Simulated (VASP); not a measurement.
Wanted: the native input for a VASP 6.6.1 run.

- Task: single point
- Functional: LDA
- Potentials or basis: VASP PAW LDA potentials, release 64 (Cd, Se)
- Cutoff: 520 eV
- k mesh: 6 × 6 × 4
- Occupations: gaussian, width 0.01 eV
- Spin: no spin polarisation
- Dipole correction: no
- Further INCAR settings: ALGO = Normal; EDIFF = 1e-06; NBANDS = 26

The structure of CdSe lies in POSCAR:

```
CdSe
1.0
    4.0606500484      0.0000000000      0.0000000000
   -2.0303250242      3.5166260978      0.0000000000
    0.0000000000      0.0000000000      6.6797700695
Cd Se
2 2
Direct
    0.3333333333      0.6666666667      0.0059672346
    0.6666666667      0.3333333333      0.5059672346
    0.3333333333      0.6666666667      0.3790327654
    0.6666666667      0.3333333333      0.8790327654
```

These files were run (other wordings do the same):

INCAR

```
SYSTEM = CdSe
PREC = Accurate ; ENCUT = 520
EDIFF = 1E-6 ; ISMEAR = 0
SIGMA = 0.01 ; LREAL = .FALSE.
LASPH = .TRUE. ; NELM = 100
ALGO = Normal ; ISIF = 2
LWAVE = .FALSE. ; LCHARG = .FALSE.
GGA = CA ; NBANDS = 26
```

KPOINTS

```
Automatic mesh
0
G
  6 6 4
  0 0 0
```

Potentials or basis: VASP PAW LDA potentials, release 64 (Cd, Se).

The run is started by

```console
$ cat potpaw_LDA.64/Cd/POTCAR potpaw_LDA.64/Se/POTCAR > POTCAR
$ mpirun -np 1 vasp_std > vasp.out
```

It gave:

The pressure is 10.9 GPa and the band gap on the k mesh is 0.75 eV.

Caveat: the cell stands under pressure; semilocal functionals underestimate gaps, and a narrow one can read as zero.

Run time: 83 s on 1 thread of Intel Xeon 8259CL (shared host), peak memory 0.19 GiB.
